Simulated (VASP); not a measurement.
Here is a VASP 6.6.1 calculation.

File INCAR:

```
SYSTEM = As
PREC = Accurate
ENCUT = 500
EDIFF = 1E-6
ISMEAR = -1
SIGMA = 0.1
LREAL = .FALSE.
LASPH = .TRUE.
NELM = 120
ALGO = Normal
ISIF = 2
LWAVE = .FALSE.
LCHARG = .TRUE.
GGA = PS
LELF = .TRUE.
LVHAR = .TRUE.
NBANDS = 8
GGA_COMPAT = .FALSE.
```

KPOINTS

```
regular mesh
0
G
  9 9 9
  0 0 0
```

File POSCAR:

```
As
1.0
    0.0000000000      1.9872287674      1.9872287674
    1.9872287674      0.0000000000      1.9872287674
    1.9872287674      1.9872287674      0.0000000000
As
1
Direct
    0.0000000000      0.0000000000      0.0000000000
```

Potentials or basis: VASP PAW PBE potentials, release 64 (As).

Run with:

```sh
$ cat potpaw_PBE.64/As/POTCAR > POTCAR
$ mpirun -np 1 vasp_std > vasp.out
```

(1) Predict the band gap on the k mesh.

(2) What does it give for the pressure?

## Answers

(1) zero (an odd number of electrons rules out a gap without spin polarisation).

(2) 20.6 GPa.

Caveat: the cell stands under pressure; the PAW data sets were made with another functional, which shifts forces and pressure a little.
